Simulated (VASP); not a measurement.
# Na (Pm-3m) in VASP: single point with PBEsol

Aim: the single point of Na with PBEsol.

Program: VASP 6.6.1. These are calculated values, not measurements. Logs are shortened: lines on timing, memory, paths and dates and some standing lists are left out, and cuts for length are marked.

## (1) The cell of the first run

Symmetry: Pm-3m, No. 221, cubic system. The conventional cell has a = 4.533 Å, b = 4.533 Å, c = 4.533 Å, α = 90.00°, β = 90.00°, γ = 90.00°. Na (site symmetry 4/mmm) has 8 Na at 3.21 Å within 4.2 Å.

## (2) Single point, PBEsol

The input, INCAR:

```
SYSTEM = Na
PREC = Accurate
ENCUT = 500
EDIFF = 1E-6
ISMEAR = 0
SIGMA = 0.1
LREAL = .FALSE.
LASPH = .TRUE.
NELM = 120
ALGO = Normal
ISIF = 2
LWAVE = .FALSE.
LCHARG = .TRUE.
GGA = PS
LELF = .TRUE.
LVHAR = .TRUE.
NBANDS = 18
GGA_COMPAT = .FALSE.
```

The input, KPOINTS:

```
Automatic mesh
0
G
  4 4 4
  0 0 0
```

The input, POSCAR:

```
Na
1.0
    4.5331300000      0.0000000000      0.0000000000
    0.0000000000      4.5331300000      0.0000000000
    0.0000000000      0.0000000000      4.5331300000
Na
3
Direct
    0.0000000000      0.5000000000      0.5000000000
    0.5000000000      0.0000000000      0.5000000000
    0.5000000000      0.5000000000      0.0000000000
```

Potentials or basis: VASP PAW PBE potentials, release 64 (Na_pv).

On the command line:

```bash
> cat potpaw_PBE.64/Na_pv/POTCAR > POTCAR
> mpirun -np 1 vasp_std > vasp.out
```

OUTCAR:

```text
SYSTEM = Na
   PREC = Accurate
   ENCUT = 500
   EDIFF = 1E-6
   ISMEAR = 0
   LREAL = .FALSE.
   LASPH = .TRUE.
   NELM = 120
   ISIF = 2
   GGA = PS

 ion  position               nearest neighbor table
   1  0.000  0.500  0.500-
   2  0.500  0.000  0.500-
   3  0.500  0.500  0.000-

  LATTYP: Found a simple cubic cell.
 ALAT       =     4.5331300000

  Lattice vectors:

 A1 = (   4.5331300000,   0.0000000000,   0.0000000000)
 A2 = (   0.0000000000,   4.5331300000,   0.0000000000)
 A3 = (   0.0000000000,   0.0000000000,   4.5331300000)

Analysis of symmetry for initial positions (statically):
=====================================================================
 Subroutine PRICEL returns:
 Original cell was already a primitive cell.

 Routine SETGRP: Setting up the symmetry group for a
 simple cubic supercell.

 Subroutine GETGRP returns: Found 48 space group operations
 (whereof 48 operations were pure point group operations)
 out of a pool of 48 trial point group operations.

The static configuration has the point symmetry O_h .

Analysis of symmetry for dynamics (positions and initial velocities):
=====================================================================
 Subroutine PRICEL returns:
 Original cell was already a primitive cell.

 Routine SETGRP: Setting up the symmetry group for a
 simple cubic supercell.

 Subroutine GETGRP returns: Found 48 space group operations
 (whereof 48 operations were pure point group operations)
 out of a pool of 48 trial point group operations.

The dynamic configuration has the point symmetry O_h .

 Subroutine INISYM returns: Found 48 space group operations
 (whereof 48 operations are pure point group operations),
 and found     1 'primitive' translations

----------------------------------------------------------------------------------------

                                     Primitive cell

  volume of cell :      93.1525

  direct lattice vectors                    reciprocal lattice vectors
     4.533130000  0.000000000  0.000000000     0.220598130  0.000000000  0.000000000
     0.000000000  4.533130000  0.000000000     0.000000000  0.220598130  0.000000000
     0.000000000  0.000000000  4.533130000     0.000000000  0.000000000  0.220598130

  length of vectors
     4.533130000  4.533130000  4.533130000     0.220598130  0.220598130  0.220598130

  position of ions in fractional coordinates (direct lattice)
     0.000000000  0.500000000  0.500000000
     0.500000000  0.000000000  0.500000000
     0.500000000  0.500000000  0.000000000

  ion indices of the primitive-cell ions
   primitive index   ion index
                 1           1
                 2           2
                 3           3

----------------------------------------------------------------------------------------

 KPOINTS: Automatic mesh

Automatic generation of k-mesh.
 Grid dimensions read from file:
 generate k-points for:    4    4    4

 Generating k-lattice:

  Cartesian coordinates                     Fractional coordinates (reciprocal lattice)
     0.055149532  0.000000000  0.000000000     0.250000000  0.000000000  0.000000000
     0.000000000  0.055149532  0.000000000     0.000000000  0.250000000  0.000000000
     0.000000000  0.000000000  0.055149532     0.000000000  0.000000000  0.250000000

  Length of vectors
     0.055149532  0.055149532  0.055149532

  Shift w.r.t. Gamma in fractional coordinates (k-lattice)
     0.000000000  0.000000000  0.000000000

 Subroutine IBZKPT returns following result:
 ===========================================

 Found     10 irreducible k-points:

 Following reciprocal coordinates:
            Coordinates               Weight
  0.000000  0.000000  0.000000      1.000000
  0.250000  0.000000  0.000000      6.000000
  0.500000  0.000000  0.000000      3.000000
  0.250000  0.250000  0.000000     12.000000
  0.500000  0.250000  0.000000     12.000000
  0.500000  0.500000  0.000000      3.000000
  0.250000  0.250000  0.250000      8.000000
  0.500000  0.250000  0.250000     12.000000
  0.500000  0.500000  0.250000      6.000000
  0.500000  0.500000  0.500000      1.000000
   k-points           NKPTS =     10   k-points in BZ     NKDIM =     10   number of bands    NBANDS=     18
   number of dos      NEDOS =    301   number of ions     NIONS =      3
   total plane-waves  NPLWV =  46656
   dimension x,y,z NGX =    36 NGY =   36 NGZ =   36
   dimension x,y,z NGXF=    72 NGYF=   72 NGZF=   72
   ions per type =               3
   NGX,Y,Z   is equivalent  to a cutoff of  13.20, 13.20, 13.20 a.u.
   NGXF,Y,Z  is equivalent  to a cutoff of  26.40, 26.40, 26.40 a.u.
 SYSTEM =  Na
   PREC   = accura    normal or accurate (medium, high low for compatibility)
   ISTART =      0    job   : 0-new  1-cont  2-samecut
   ICHARG =      2    charge: 1-file 2-atom 10-const
   ISPIN  =      1    spin polarized calculation?
   LNONCOLLINEAR =      F non collinear calculations
   LSORBIT =      F    spin-orbit coupling
   LASPH  =      T    aspherical Exc in radial PAW
   ENCUT  =  500.0 eV  36.75 Ry    6.06 a.u.   8.26  8.26  8.26*2*pi/ulx,y,z
   NELM   =    120;   NELMIN=  2; NELMDL= -5     # of ELM steps
   EDIFF  = 0.1E-05   stopping-criterion for ELM
   LREAL  =      F    real-space projection
   EDIFFG = 0.1E-04   stopping-criterion for IOM
   NSW    =      0    number of steps for IOM
   IBRION =     -1    ionic relax: 0-MD 1-quasi-New 2-CG
   NFREE  =      0    steps in history (QN), initial steepest desc. (CG)
   ISIF   =      2    stress and relaxation
   ISYM   =      2    0-nonsym 1-usesym 2-fastsym
   POTIM  = 0.5000    time-step for ionic-motion
   TEBEG  =    0.0;   TEEND  =   0.0 temperature during run
   PSTRESS=    0.0 pullay stress
   NELECT =      21.0000    total number of electrons
   NUPDOWN=      -1.0000    fix difference up-down
   EMIN   =  10.00;   EMAX   =-10.00  energy-range for DOS
   EFERMI =   0.00;   METHOD = LEGACY
   ISMEAR =     0;   SIGMA  =   0.10  broadening in eV -4-tet -1-fermi 0-gaus
   EFERMI_NEDOS =   21; number of points for ismear=-14 and -15
   IALGO  =     38    algorithm
   IMIX   =      4    mixing-type and parameters
     AMIX     =   0.40;   BMIX     =  1.00
     AMIX_MAG =   1.60;   BMIX_MAG =  1.00
  volume/ion in A,a.u.               =      31.05       209.54
  Fermi-wavevector in a.u.,A,eV,Ry     =   0.996360  1.882848 13.506964  0.992734
  Thomas-Fermi vector in A             =   2.128443
   LORBIT       =      0    0 simple, 1 ext, 2 COOP (PROOUT), +10 PAW based schemes
   GGA     = PS    functional components
   LHFCALC =     F    Hartree Fock is set to
   AEXX    =    0.0000 exact exchange contribution
   IVDW    =     0    specifies the selected vdW correction
   LEPSILON=     F    determine dielectric tensor
   LRPA    =     F    only Hartree local field effects (RPA)
 non-spin polarized calculation
 Gauss-broadening in eV      SIGMA  =   0.10
  energy-cutoff  :      500.00
  volume of cell :       93.15
 maximum number of plane-waves:      2392
 NGX is ok and might be reduce to    36
   NGX = 17   NGY = 17   NGZ = 17

 number of electron      20.9999940 magnetization

 Free energy of the ion-electron system (eV)
  ---------------------------------------------------
  ext. energy  EPLUGINS =         0.00000000
  ---------------------------------------------------
  free energy    TOTEN  =        -3.59359700 eV

  energy without entropy =       -3.58963725  energy(sigma->0) =       -3.59161712

 E-fermi :   1.0614     XC(G=0):  -6.9455

 val. band max:        0.9669198927   @ k =   0.5000   0.5000   0.0000
 cond. band min:       1.1254767387   @ k =   0.5000   0.5000   0.0000
 fundamental gap:      0.1585568460
 Fermi energy:         1.0613675665

 k-point     1 :       0.0000    0.0000    0.0000
  band No.  band energies     occupation
      1     -24.0378      2.00000
      2     -24.0378      2.00000
      3     -24.0378      2.00000
      4     -23.9732      2.00000
      5     -23.9732      2.00000
      6     -23.9732      2.00000
[... 10 lines left out ...]
     17       9.6350      0.00000
     18       9.6350      0.00000

 k-point     2 :       0.2500    0.0000    0.0000
  band No.  band energies     occupation
      1     -24.0288      2.00000
      2     -24.0288      2.00000
      3     -24.0239      2.00000
      4     -23.9763      2.00000
      5     -23.9763      2.00000
      6     -23.9742      2.00000
[... 10 lines left out ...]
     17       7.5952      0.00000
     18       7.9290      0.00000

 k-point     3 :       0.5000    0.0000    0.0000
  band No.  band energies     occupation
      1     -24.0166      2.00000
      2     -24.0166      2.00000
      3     -23.9953      2.00000
      4     -23.9827      2.00000
      5     -23.9827      2.00000
      6     -23.9776      2.00000
[... 10 lines left out ...]
     17       5.8514      0.00000
     18       7.8703      0.00000

 k-point     4 :       0.2500    0.2500    0.0000
  band No.  band energies     occupation
      1     -24.0342      2.00000
      2     -24.0194      2.00000
      3     -24.0047      2.00000
      4     -23.9940      2.00000
      5     -23.9778      2.00000
      6     -23.9634      2.00000
[... 10 lines left out ...]
     17       7.9695      0.00000
     18       8.0690      0.00000

 k-point     5 :       0.5000    0.2500    0.0000
  band No.  band energies     occupation
      1     -24.0215      2.00000
      2     -24.0185      2.00000
      3     -24.0056      2.00000
      4     -23.9850      2.00000
      5     -23.9826      2.00000
      6     -23.9815      2.00000
[... 10 lines left out ...]
     17       7.1139      0.00000
     18       8.9015      0.00000

 k-point     6 :       0.5000    0.5000    0.0000
  band No.  band energies     occupation
      1     -24.0319      2.00000
      2     -24.0259      2.00000
      3     -23.9851      2.00000
      4     -23.9851      2.00000
      5     -23.9825      2.00000
      6     -23.9825      2.00000
[... 10 lines left out ...]
     17       7.7549      0.00000
     18       8.4191      0.00000

 k-point     7 :       0.2500    0.2500    0.2500
  band No.  band energies     occupation
      1     -24.0456      2.00000
      2     -24.0103      2.00000
      3     -24.0103      2.00000
      4     -23.9911      2.00000
      5     -23.9765      2.00000
      6     -23.9765      2.00000
[... 10 lines left out ...]
     17       8.6379      0.00000
     18       9.0130      0.00000

 k-point     8 :       0.5000    0.2500    0.2500
  band No.  band energies     occupation
      1     -24.0444      2.00000
      2     -24.0203      2.00000
      3     -24.0150      2.00000
      4     -24.0032      2.00000
      5     -23.9754      2.00000
      6     -23.9534      2.00000
[... 10 lines left out ...]
     17       7.1039      0.00000
     18       9.4598      0.00000

 k-point     9 :       0.5000    0.5000    0.2500
  band No.  band energies     occupation
      1     -24.0551      2.00000
      2     -24.0317      2.00000
      3     -24.0174      2.00000
      4     -24.0174      2.00000
      5     -23.9510      2.00000
      6     -23.9510      2.00000
[... 10 lines left out ...]
     17       5.0502      0.00000
     18      11.3272      0.00000

 k-point    10 :       0.5000    0.5000    0.5000
  band No.  band energies     occupation
      1     -24.0736      2.00000
      2     -24.0315      2.00000
      3     -24.0315      2.00000
      4     -24.0315      2.00000
      5     -23.9377      2.00000
      6     -23.9377      2.00000
[... 10 lines left out ...]
     17       3.1763      0.00000
     18      14.3122      0.00000

------------------------ aborting loop because EDIFF is reached ----------------------------------------

  FORCE on cell =-STRESS in cart. coord.  units (eV):
  Direction    XX          YY          ZZ          XY          YZ          ZX
  --------------------------------------------------------------------------------------
  -------------------------------------------------------------------------------------
  Total        1.8803054      1.8803054      1.8803054     -0.0000000     -0.0000000      0.0000000
  in kB       32.3403309     32.3403309     32.3403309     -0.0000000     -0.0000000      0.0000000
  external PRESSURE =      32.3403309 kB  Pullay stress =       0.0000000 kB

 VOLUME and BASIS-vectors are now :
 -----------------------------------------------------------------------------
  energy-cutoff  :      500.00
  volume of cell :       93.15
      direct lattice vectors                 reciprocal lattice vectors
     4.533130000  0.000000000  0.000000000     0.220598130  0.000000000  0.000000000
     0.000000000  4.533130000  0.000000000     0.000000000  0.220598130  0.000000000
     0.000000000  0.000000000  4.533130000     0.000000000  0.000000000  0.220598130

 POSITION                                       TOTAL-FORCE (eV/Angst)
 -----------------------------------------------------------------------------------
      0.00000      2.26656      2.26656         0.000000      0.000000      0.000000
      2.26656      0.00000      2.26656         0.000000      0.000000      0.000000
      2.26656      2.26656      0.00000         0.000000      0.000000      0.000000
 -----------------------------------------------------------------------------------
    total drift:                                0.000000      0.000000      0.000000

  FREE ENERGIE OF THE ION-ELECTRON SYSTEM (eV)
  ---------------------------------------------------
  free  energy   TOTEN  =        -3.5935969970 eV

  energy  without entropy=       -3.5896372527  energy(sigma->0) =       -3.59161712
```

It took 18 s on 1 thread of AMD EPYC 7R43 (Zen 3), shared host; peak memory 0.16 GiB.

What came out:

```
Free energy : -3.5936 eV
Pressure    : 3.2 GPa
```

Levels at points of the mesh, in eV from the Fermi level:
```csv
k point,band 6,band 7,band 8,band 9,band 10,band 11,band 12,band 13,band 14,band 15
"(0.00, 0.00, 0.00)",-25.03,-24.99,-24.99,-24.99,-3.87,2.94,3.00,3.00,3.00,3.84
"(0.50, 0.00, 0.00)",-25.04,-25.04,-25.00,-25.00,-2.20,-1.78,4.12,4.35,4.35,4.73
"(0.50, 0.50, 0.00)",-25.04,-25.04,-25.00,-24.99,-0.64,-0.09,-0.09,0.06,5.52,6.28
"(0.50, 0.50, 0.50)",-25.00,-25.00,-24.99,-24.99,0.54,1.49,1.49,1.49,1.93,1.93
```

Caveat: the PAW data sets were made with another functional, which shifts forces and pressure a little.
